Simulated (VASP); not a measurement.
Be: single point with PBEsol

Be:

```xyz
3
Lattice="3.6979 0.0000 0.0000 -1.8490 3.2025 0.0000 0.0000 0.0000 2.2675" Properties=species:S:1:pos:R:3 pbc="T T T"
Be    1.8490    3.2025    2.2675
Be    0.0000    2.1350    1.1337
Be    1.8490    1.0675    1.1337
```

This isn't the form of Be at room conditions, which is hcp.

```
Program                : VASP 6.6.1
Task                   : single point
Functional             : PBEsol
Potentials or basis    : VASP PAW PBE potentials, release 64 (Be)
Cutoff                 : 520 eV
k mesh                 : 12 × 12 × 16
Occupations            : fermi-dirac, width 0.1 eV
Spin                   : no spin polarisation
Dipole correction      : no
Further INCAR settings : ALGO = Normal; EDIFF = 1e-06; NBANDS = 10
```

- Pressure: -10.7 GPa
- Band gap on the k mesh: zero (bands 3 and 4 overlap by 4.37 eV)

Stress tensor (GPa, compression positive):
```
-11.82   0.00   0.00
  0.00 -11.82   0.00
  0.00   0.00  -8.33
```

Levels at points of the mesh, in eV from the Fermi level:
| k point | band 1 | band 2 | band 3 | band 4 | band 5 | band 6 | band 7 |
| --- | --- | --- | --- | --- | --- | --- | --- |
| (0.00, 0.00, 0.00) | -11.18 | -1.04 | -1.04 | -0.84 | -0.84 | 4.77 | 4.94 |
| (0.50, 0.00, 0.00) | -8.44 | -8.38 | -4.48 | 0.34 | 9.04 | 9.47 | 10.32 |
| (0.00, 0.00, 0.50) | -5.96 | -5.30 | 3.53 | 3.53 | 4.04 | 5.57 | 5.57 |
| (0.50, 0.00, 0.50) | -4.06 | -3.94 | -1.64 | -0.65 | 1.34 | 3.67 | 5.12 |

Run time: 48 s on 1 thread of Intel Xeon 8259CL, on a shared host, peak memory 0.16 GiB.

Caveat: the cell stands under tension; the PAW data sets were made with another functional, which shifts forces and pressure a little.
